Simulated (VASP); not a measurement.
Write the native input for VASP 6.6.1 that does the following.

| Item | Value |
| --- | --- |
| Task | single point |
| Functional | PBE |
| Potentials or basis | VASP PAW PBE potentials, release 64 (Fe) |
| Cutoff | 520 eV |
| k mesh | 10 × 10 × 10 |
| Occupations | gaussian, width 0.15 eV |
| Spin | collinear spin, ferromagnetic start |
| Starting moments | [2.44] μB |
| Dipole correction | no |
| Further INCAR settings | ALGO = Normal; EDIFF = 1e-06; NBANDS = 14 |

The structure of Fe lies in POSCAR:

```
Fe
1.0
   -1.4677340298      1.4157750842      1.3496583878
    1.4677340298     -1.4157750842      1.3496583878
    1.4677340298      1.4157750842     -1.3496583878
Fe
1
Direct
    0.0000000000      0.0000000000      0.0000000000
```

This cell differs from its parent crystal: normal strain along x +0.0367, normal strain along z -0.0467.

The input as run:

INCAR

```
  PREC = Accurate
  ENCUT = 520
  EDIFF = 1E-6
  ISMEAR = 0
  SIGMA = 0.15
  LREAL = F
  LASPH = T
  NELM = 150
  ALGO = Normal
  ISIF = 2
  LWAVE = F
  LCHARG = F
  ISPIN = 2
  MAGMOM = 2.44
  LORBIT = 11
  LMAXMIX = 4
  GGA = PE
  NBANDS = 14
```

KPOINTS

```
regular mesh
0
Gamma
  10 10 10
```

Potentials or basis: VASP PAW PBE potentials, release 64 (Fe).

Launch:

```sh
$ cat potpaw_PBE.64/Fe/POTCAR > POTCAR
$ mpirun -np 1 vasp_std > vasp.out
```

Results of the run:

The pressure is 2.5 GPa. The net moment is 2.16 μB per cell, the site moments are Fe +2.15 μB and the valence electrons inside the program's atomic spheres are Fe 7.30.

Caveat: the cell differs from its parent crystal (normal strain along x +0.0367, normal strain along z -0.0467).

Wall time 60 s on 1 thread of AMD EPYC 7R43 64-Core Processor (Zen 3), on a shared host, peak memory 0.11 GiB.
